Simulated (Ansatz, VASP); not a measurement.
## SnTe in VASP and in Ansatz

```
Sn Te
1.0
     0.88023    4.10060    4.10060
     4.10060    0.88023    4.10060
     4.10060    4.10060    0.88023
Sn Te
1 1
Direct
  0.00000 0.00000 0.00000
  0.75000 0.75000 0.75000
```

Alike in both runs: task single point; functional PBE; k mesh 10 × 10 × 10; occupations gaussian, width 0.03 eV; no spin polarisation.

|  | VASP | Ansatz |
| --- | --- | --- |
| version | VASP 6.6.1 | Ansatz 0.2.0 |
| potentials or method | VASP PAW PBE potentials, release 64 (Sn_d, Te), cutoff 520 eV | scalar-relativistic, plane waves, PAW |
| valence electrons in the cell | 20 | 30 |

|  | VASP | Ansatz | Ansatz less VASP |
| --- | --- | --- | --- |
| gap on the k mesh at the Fermi level (eV) | 0.38 | 0.40 | +0.017 |
| least direct gap on the mesh (eV) | 1.09 | 1.10 | +0.007 |
| pressure (GPa) | 1.2 | 1.2 | -0.03 |
| traceless stress, the component that is largest in VASP (GPa) | 0.33 | 0.36 | +0.027 |
| rms of the force components (eV/Å) | 0.554 | 0.545 | -0.0095 |

Atom by atom the forces differ by 0.009 eV/Å (rms over components). The functional is the same, so the differences come from potentials, cutoffs and numerics. VASP's potentials hold 20 valence electrons a cell and Ansatz's 30, so a difference there can come from the potentials and not from the codes.

Neither program's run includes spin-orbit coupling.
